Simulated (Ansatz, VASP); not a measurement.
## One calculation of Sc, two programs

```
Sc
1.0
    -1.84039    1.84039    1.83461
     1.84039   -1.84039    1.83461
     1.84039    1.84039   -1.83461
Sc
1
Direct
  0.00000 0.00000 0.00000
```

Alike in both runs: functional PBE; k mesh 22 × 22 × 22; occupations gaussian, width 0.1 eV; no spin polarisation.

Ansatz relaxed the structure, and its values are those at the end. VASP's run is a single point on that final structure, the one shown.

|  | VASP | Ansatz |
| --- | --- | --- |
| version | VASP 6.6.1 | Ansatz 0.2.0 |
| potentials or method | VASP PAW PBE potentials, release 64 (Sc_sv), cutoff 520 eV | scalar-relativistic, plane waves, PAW |
| valence electrons in the cell | 11 | 11 |

```tsv
	VASP	Ansatz	Ansatz less VASP
gap on the k mesh at the Fermi level (eV)	none	none	-
pressure (GPa)	0.0	0.0	-0.03
```

A gap of «none» marks a metal or a gap that the smearing closes. The functional is the same, so the differences come from potentials, cutoffs and numerics.
